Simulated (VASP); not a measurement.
# ZnS (Fm-3m) in VASP: settings compared

Aim: see how the results for ZnS move with the level of theory and the settings. Levels: LDA, PBE, PBEsol, r2SCAN. Tasks: single point.

Everything below comes from runs of VASP 6.6.1. Logs are shortened: lines on timing, memory, paths and dates and some standing lists are left out, and cuts for length are marked.

## (1) The cell of the first run

It takes space group Fm-3m (No. 225, cubic). The conventional cell has a = 4.967 Å, b = 4.967 Å, c = 4.967 Å, α = 90.00°, β = 90.00°, γ = 90.00°. Zn (site symmetry m-3m) has 6 S at 2.48 Å within 3.3 Å. S (site symmetry m-3m) has 6 Zn at 2.48 Å within 3.3 Å.

## (2) Single point, LDA

File INCAR:

```
SYSTEM = ZnS
ALGO = Normal
EDIFF = 1E-6
ENCUT = 520
GGA = CA
ISIF = 2
ISMEAR = -1
LASPH = .True.
LCHARG = .False.
LREAL = .False.
LWAVE = .False.
NBANDS = 16
NELM = 100
PREC = Accurate
SIGMA = 0.02
```

File KPOINTS:

```
k-points
0
Gamma
  8 8 8
  0 0 0
```

File POSCAR:

```
ZnS
1.0
    0.0000000000      2.4835491433      2.4835491433
    2.4835491433      0.0000000000      2.4835491433
    2.4835491433      2.4835491433      0.0000000000
Zn S
1 1
Direct
    0.0000000000      0.0000000000      0.0000000000
    0.5000000000      0.5000000000      0.5000000000
```

Potentials or basis: VASP PAW LDA potentials, release 64 (Zn, S).

The run is started by

```
cat potpaw_LDA.64/Zn/POTCAR potpaw_LDA.64/S/POTCAR > POTCAR
mpirun -np 1 vasp_std > vasp.out
```

OUTCAR:

```text
SYSTEM = ZnS
   EDIFF = 1E-6
   ENCUT = 520
   GGA = CA
   ISIF = 2
   ISMEAR = -1
   LASPH = .True.
   LREAL = .False.
   NELM = 100
   PREC = Accurate

 ion  position               nearest neighbor table
   1  0.000  0.000  0.000-   2 2.48   2 2.48   2 2.48   2 2.48   2 2.48   2 2.48
   2  0.500  0.500  0.500-   1 2.48   1 2.48   1 2.48   1 2.48   1 2.48   1 2.48

  LATTYP: Found a face centered cubic cell.
 ALAT       =     4.9670982866

  Lattice vectors:

 A1 = (   0.0000000000,   2.4835491433,   2.4835491433)
 A2 = (   2.4835491433,   0.0000000000,   2.4835491433)
 A3 = (   2.4835491433,   2.4835491433,   0.0000000000)

Analysis of symmetry for initial positions (statically):
=====================================================================
 Subroutine PRICEL returns:
 Original cell was already a primitive cell.

 Routine SETGRP: Setting up the symmetry group for a
 face centered cubic supercell.

 Subroutine GETGRP returns: Found 48 space group operations
 (whereof 48 operations were pure point group operations)
 out of a pool of 48 trial point group operations.

The static configuration has the point symmetry O_h .

Analysis of symmetry for dynamics (positions and initial velocities):
=====================================================================
 Subroutine PRICEL returns:
 Original cell was already a primitive cell.

 Routine SETGRP: Setting up the symmetry group for a
 face centered cubic supercell.

 Subroutine GETGRP returns: Found 48 space group operations
 (whereof 48 operations were pure point group operations)
 out of a pool of 48 trial point group operations.

The dynamic configuration has the point symmetry O_h .

 Subroutine INISYM returns: Found 48 space group operations
 (whereof 48 operations are pure point group operations),
 and found     1 'primitive' translations

----------------------------------------------------------------------------------------

                                     Primitive cell

  volume of cell :      30.6371

  direct lattice vectors                    reciprocal lattice vectors
     0.000000000  2.483549143  2.483549143    -0.201324786  0.201324786  0.201324786
     2.483549143  0.000000000  2.483549143     0.201324786 -0.201324786  0.201324786
     2.483549143  2.483549143  0.000000000     0.201324786  0.201324786 -0.201324786

  length of vectors
     3.512268881  3.512268881  3.512268881     0.348704758  0.348704758  0.348704758

  position of ions in fractional coordinates (direct lattice)
     0.000000000  0.000000000  0.000000000
     0.500000000  0.500000000  0.500000000

  ion indices of the primitive-cell ions
   primitive index   ion index
                 1           1
                 2           2

----------------------------------------------------------------------------------------

 KPOINTS: k-points

Automatic generation of k-mesh.
 Grid dimensions read from file:
 generate k-points for:    8    8    8

 Generating k-lattice:

  Cartesian coordinates                     Fractional coordinates (reciprocal lattice)
    -0.025165598  0.025165598  0.025165598     0.125000000  0.000000000  0.000000000
     0.025165598 -0.025165598  0.025165598     0.000000000  0.125000000  0.000000000
     0.025165598  0.025165598 -0.025165598     0.000000000  0.000000000  0.125000000

  Length of vectors
     0.043588095  0.043588095  0.043588095

  Shift w.r.t. Gamma in fractional coordinates (k-lattice)
     0.000000000  0.000000000  0.000000000

 Subroutine IBZKPT returns following result:
 ===========================================

 Found     29 irreducible k-points:

 Following reciprocal coordinates:
            Coordinates               Weight
  0.000000  0.000000  0.000000      1.000000
  0.125000  0.000000  0.000000      8.000000
  0.250000  0.000000  0.000000      8.000000
  0.375000  0.000000  0.000000      8.000000
  0.500000  0.000000  0.000000      4.000000
  0.125000  0.125000  0.000000      6.000000
[... 16 lines left out ...]
  0.500000  0.250000  0.125000     48.000000
 -0.375000  0.250000  0.125000     24.000000
 [... further k-points ...]
   k-points           NKPTS =     29   k-points in BZ     NKDIM =     29   number of bands    NBANDS=     16
   number of dos      NEDOS =    301   number of ions     NIONS =      2
   total plane-waves  NPLWV =  21952
   dimension x,y,z NGX =    28 NGY =   28 NGZ =   28
   dimension x,y,z NGXF=    56 NGYF=   56 NGZF=   56
   ions per type =               1   1
   NGX,Y,Z   is equivalent  to a cutoff of  13.25, 13.25, 13.25 a.u.
   NGXF,Y,Z  is equivalent  to a cutoff of  26.51, 26.51, 26.51 a.u.
 SYSTEM =  ZnS
   PREC   = accura    normal or accurate (medium, high low for compatibility)
   ISTART =      0    job   : 0-new  1-cont  2-samecut
   ICHARG =      2    charge: 1-file 2-atom 10-const
   ISPIN  =      1    spin polarized calculation?
   LNONCOLLINEAR =      F non collinear calculations
   LSORBIT =      F    spin-orbit coupling
   LASPH  =      T    aspherical Exc in radial PAW
   ENCUT  =  520.0 eV  38.22 Ry    6.18 a.u.   6.53  6.53  6.53*2*pi/ulx,y,z
   NELM   =    100;   NELMIN=  2; NELMDL= -5     # of ELM steps
   EDIFF  = 0.1E-05   stopping-criterion for ELM
   LREAL  =      F    real-space projection
   EDIFFG = 0.1E-04   stopping-criterion for IOM
   NSW    =      0    number of steps for IOM
   IBRION =     -1    ionic relax: 0-MD 1-quasi-New 2-CG
   NFREE  =      0    steps in history (QN), initial steepest desc. (CG)
   ISIF   =      2    stress and relaxation
   ISYM   =      2    0-nonsym 1-usesym 2-fastsym
   POTIM  = 0.5000    time-step for ionic-motion
   TEBEG  =    0.0;   TEEND  =   0.0 temperature during run
   PSTRESS=    0.0 pullay stress
   NELECT =      18.0000    total number of electrons
   NUPDOWN=      -1.0000    fix difference up-down
   EMIN   =  10.00;   EMAX   =-10.00  energy-range for DOS
   EFERMI =   0.00;   METHOD = LEGACY
   ISMEAR =    -1;   SIGMA  =   0.02  broadening in eV -4-tet -1-fermi 0-gaus
   EFERMI_NEDOS =   21; number of points for ismear=-14 and -15
   IALGO  =     38    algorithm
   IMIX   =      4    mixing-type and parameters
     AMIX     =   0.40;   BMIX     =  1.00
     AMIX_MAG =   1.60;   BMIX_MAG =  1.00
  volume/ion in A,a.u.               =      15.32       103.37
  Fermi-wavevector in a.u.,A,eV,Ry     =   1.371144  2.591086 25.579422  1.880034
  Thomas-Fermi vector in A             =   2.496867
   LORBIT       =      0    0 simple, 1 ext, 2 COOP (PROOUT), +10 PAW based schemes
   GGA     = CA    functional components
   LHFCALC =     F    Hartree Fock is set to
   AEXX    =    0.0000 exact exchange contribution
   IVDW    =     0    specifies the selected vdW correction
   LEPSILON=     F    determine dielectric tensor
   LRPA    =     F    only Hartree local field effects (RPA)
 non-spin polarized calculation
  energy-cutoff  :      520.00
  volume of cell :       30.64
 maximum number of plane-waves:       869
 NGX is ok and might be reduce to    28
   NGX = 13   NGY = 13   NGZ = 13

 number of electron      17.9999996 magnetization

 Free energy of the ion-electron system (eV)
  ---------------------------------------------------
  ext. energy  EPLUGINS =         0.00000000
  ---------------------------------------------------
  free energy    TOTEN  =        -7.66005487 eV

  energy without entropy =       -7.65934313  energy(sigma->0) =       -7.65969900

 E-fermi :   4.5986     XC(G=0): -11.5037

 val. band max:        4.5596392977   @ k =  -0.2500   0.1250   0.0000
 cond. band min:       4.8746074406   @ k =   0.3750   0.3750   0.0000
 fundamental gap:      0.3149681429
 Fermi energy:         4.5986472120

 k-point     1 :       0.0000    0.0000    0.0000
  band No.  band energies     occupation
      1      -9.8675      2.00000
      2      -2.0988      2.00000
      3      -2.0988      2.00000
      4      -2.0835      2.00000
      5      -2.0835      2.00000
      6      -2.0835      2.00000
[... 8 lines left out ...]
     15      16.3317      0.00000
     16      16.3317      0.00000

 k-point     2 :       0.1250    0.0000    0.0000
  band No.  band energies     occupation
      1      -9.6625      2.00000
      2      -2.1571      2.00000
      3      -2.1571      2.00000
      4      -2.1153      2.00000
      5      -2.0564      2.00000
      6      -2.0564      2.00000
[... 8 lines left out ...]
     15      14.7060      0.00000
     16      16.0819      0.00000

 k-point     3 :       0.2500    0.0000    0.0000
  band No.  band energies     occupation
      1      -9.0883      2.00000
      2      -2.2971      2.00000
      3      -2.2971      2.00000
      4      -2.2681      2.00000
      5      -1.9855      2.00000
      6      -1.9855      2.00000
[... 8 lines left out ...]
     15      15.6132      0.00000
     16      15.8543      0.00000

 k-point     4 :       0.3750    0.0000    0.0000
  band No.  band energies     occupation
      1      -8.3251      2.00000
      2      -2.7757      2.00000
      3      -2.4306      2.00000
      4      -2.4306      2.00000
      5      -1.9130      2.00000
      6      -1.9130      2.00000
[... 8 lines left out ...]
     15      17.4609      0.00000
     16      17.4609      0.00000
[... 324 lines left out ...]
 k-point    22 :       0.3750    0.2500    0.1250
  band No.  band energies     occupation
      1      -8.6596      2.00000
      2      -2.5436      2.00000
      3      -2.2501      2.00000
      4      -2.1987      2.00000
      5      -1.9777      2.00000
      6      -1.9131      2.00000
[... 8 lines left out ...]
     15      18.7167      0.00000
     16      19.3029      0.00000

 k-point    23 :       0.5000    0.2500    0.1250
  band No.  band energies     occupation
      1      -8.0419      2.00000
      2      -2.6820      2.00000
      3      -2.3685      2.00000
      4      -2.2573      2.00000
      5      -1.9161      2.00000
      6      -1.8499      2.00000
[... 8 lines left out ...]
     15      19.0905      0.00000
     16      20.3109      0.00000

 k-point    24 :      -0.3750    0.2500    0.1250
  band No.  band energies     occupation
      1      -7.7269      2.00000
      2      -2.7733      2.00000
      3      -2.3753      2.00000
      4      -2.3303      2.00000
      5      -1.8748      2.00000
      6      -1.8357      2.00000
[... 8 lines left out ...]
     15      17.4848      0.00000
     16      20.7048      0.00000

 [... further k-points ...]

------------------------ aborting loop because EDIFF is reached ----------------------------------------

  FORCE on cell =-STRESS in cart. coord.  units (eV):
  Direction    XX          YY          ZZ          XY          YZ          ZX
  --------------------------------------------------------------------------------------
  -------------------------------------------------------------------------------------
  Total        0.0644827      0.0644827      0.0644827     -0.0000000      0.0000000      0.0000000
  in kB        3.3721391      3.3721391      3.3721391     -0.0000000      0.0000000      0.0000000
  external PRESSURE =       3.3721391 kB  Pullay stress =       0.0000000 kB

 VOLUME and BASIS-vectors are now :
 -----------------------------------------------------------------------------
  energy-cutoff  :      520.00
  volume of cell :       30.64
      direct lattice vectors                 reciprocal lattice vectors
     0.000000000  2.483549143  2.483549143    -0.201324786  0.201324786  0.201324786
     2.483549143  0.000000000  2.483549143     0.201324786 -0.201324786  0.201324786
     2.483549143  2.483549143  0.000000000     0.201324786  0.201324786 -0.201324786

 POSITION                                       TOTAL-FORCE (eV/Angst)
 -----------------------------------------------------------------------------------
      0.00000      0.00000      0.00000        -0.000000      0.000000      0.000000
      2.48355      2.48355      2.48355         0.000000      0.000000     -0.000000
 -----------------------------------------------------------------------------------
    total drift:                               -0.000000      0.000000      0.000000

  FREE ENERGIE OF THE ION-ELECTRON SYSTEM (eV)
  ---------------------------------------------------
  free  energy   TOTEN  =        -7.6600548714 eV

  energy  without entropy=       -7.6593431326  energy(sigma->0) =       -7.65969900
```

It took 14 s on 1 thread of Intel Xeon 8259CL, shared host; peak memory 0.14 GiB.

What came out:

- Free energy: -7.6601 eV
- Pressure: 0.3 GPa
- Band gap on the k mesh: zero (bands 9 and 10 overlap by 0.52 eV)

Caveat: semilocal functionals underestimate gaps, so a narrow gap can read as zero.

## (3) Single point, PBE

This run uses another cell than the first one, of 16.21 Å³/atom.

File INCAR:

```
SYSTEM = ZnS
  PREC = Accurate
  ENCUT = 520
  EDIFF = 1E-6
  ISMEAR = -1
  SIGMA = 0.02
  LREAL = .False.
  LASPH = .True.
  NELM = 100
  ALGO = Normal
  ISIF = 2
  LWAVE = .False.
  LCHARG = .False.
  GGA = PE
  NBANDS = 16
```

File KPOINTS:

```
Automatic mesh
0
Gamma
  8 8 8
  0 0 0
```

File POSCAR:

```
ZnS
1.0
    0.0000000000      2.5310224672      2.5310224672
    2.5310224672      0.0000000000      2.5310224672
    2.5310224672      2.5310224672      0.0000000000
Zn S
1 1
Direct
    0.0000000000      0.0000000000      0.0000000000
    0.5000000000      0.5000000000      0.5000000000
```

Potentials or basis: VASP PAW PBE potentials, release 64 (Zn, S).

The run is started by

```
cat potpaw_PBE.64/Zn/POTCAR potpaw_PBE.64/S/POTCAR > POTCAR
mpirun -np 1 vasp_std > vasp.out
```

Wall time 18 s (1 thread of Intel Xeon 8259CL, shared host); peak memory 0.16 GiB.

Results (log left out):

```
Free energy            : -6.2095 eV
Pressure               : 2.4 GPa
Band gap on the k mesh : zero (bands 9 and 10 overlap by 0.29 eV)
```

Levels at points of the mesh, in eV from the Fermi level:
```
           k point  band 7  band 8  band 9  band 10  band 11  band 12
(0.00, 0.00, 0.00)   -0.65   -0.65   -0.65     1.92     9.02     9.02
(0.50, 0.00, 0.00)   -5.43   -0.13   -0.13     3.83     5.53     5.53
(0.50, 0.50, 0.00)   -5.37   -2.61   -2.61    -0.33     5.36    11.93
```

Caveat: semilocal functionals underestimate gaps, so a narrow gap can read as zero.

## (4) Single point, LDA

This run uses another cell than the first one, of 16.21 Å³/atom.

File INCAR:

```
  PREC = Accurate
  ENCUT = 520
  EDIFF = 1E-7
  ISMEAR = -1
  SIGMA = 0.02
  LREAL = False
  LASPH = True
  NELM = 100
  ALGO = Normal
  ISIF = 2
  LWAVE = False
  LCHARG = False
  NBANDS = 16
```

File KPOINTS:

```
regular mesh
0
Gamma
  8 8 8
```

POSCAR is that of step 3.

Potentials or basis: VASP PAW LDA potentials, release 64 (Zn, S).

The run is started by

```
cat potpaw_LDA.64/Zn/POTCAR potpaw_LDA.64/S/POTCAR > POTCAR
mpirun -np 1 vasp_std > vasp.out
```

Wall time 19 s (1 thread of Intel Xeon 8259CL, shared host); peak memory 0.14 GiB.

Results (log left out):

```yaml
Free_energy: -7.6322 eV
Pressure: -5.1 GPa
Band_gap_on_the_k_mesh: zero (bands 9 and 10 overlap by 0.51 eV)
```

Levels at points of the mesh, in eV from the Fermi level:
```
           k point  band 6  band 7  band 8  band 9  band 10  band 11  band 12  band 13
(0.00, 0.00, 0.00)   -6.52   -0.65   -0.65   -0.65     1.72     8.96     8.96     8.96
(0.50, 0.00, 0.00)   -6.35   -5.57   -0.13   -0.13     3.67     5.37     5.37     7.34
(0.50, 0.50, 0.00)   -5.84   -5.43   -2.64   -2.64    -0.55     5.25    11.72    12.21
```

Caveat: the cell stands under tension; semilocal functionals underestimate gaps, so a narrow gap can read as zero.

## (5) Single point, PBEsol

This run uses another cell than the first one, of 15.80 Å³/atom.

File INCAR:

```
SYSTEM = ZnS
ALGO = Normal
EDIFF = 1E-7
ENCUT = 520
GGA = PS
ISIF = 2
ISMEAR = -1
LASPH = .True.
LCHARG = .True.
LELF = .True.
LREAL = .False.
LVHAR = .True.
LWAVE = .False.
NBANDS = 16
NELM = 60
PREC = Accurate
SIGMA = 0.02
```

File KPOINTS:

```
k-points
0
Gamma
  8 8 8
  0 0 0
```

File POSCAR:

```
ZnS
1.0
    0.0000000000      2.5092439246      2.5092439246
    2.5092439246      0.0000000000      2.5092439246
    2.5092439246      2.5092439246      0.0000000000
Zn S
1 1
Direct
    0.0000000000      0.0000000000      0.0000000000
    0.5000000000      0.5000000000      0.5000000000
```

Potentials or basis: VASP PAW PBE potentials, release 64 (Zn, S).

The run is started by

```
cat potpaw_PBE.64/Zn/POTCAR potpaw_PBE.64/S/POTCAR > POTCAR
mpirun -np 1 vasp_std > vasp.out
```

It took 23 s on 1 thread of Intel Xeon 8259CL, shared host; peak memory 0.16 GiB.

It converged, with:

- Free energy: -7.0480 eV
- Pressure: 0.3 GPa
- Band gap on the k mesh: zero (bands 9 and 10 overlap by 0.40 eV)

Levels at points of the mesh, in eV from the Fermi level:
```
           k point  band 5  band 6  band 7  band 8  band 9  band 10  band 11  band 12  band 13  band 14
(0.00, 0.00, 0.00)   -6.43   -6.43   -0.69   -0.69   -0.69     2.00     8.92     8.92     8.92    11.68
(0.50, 0.00, 0.00)   -6.24   -6.24   -5.54   -0.13   -0.13     3.68     5.40     5.40     7.72    13.37
(0.50, 0.50, 0.00)   -6.19   -5.71   -5.65   -2.76   -2.76    -0.44     5.14    12.05    12.57    12.57
```

Caveat: semilocal functionals underestimate gaps, so a narrow gap can read as zero; the PAW data sets were made with another functional, which shifts forces and pressure a little.

[end of part 1 of 2]
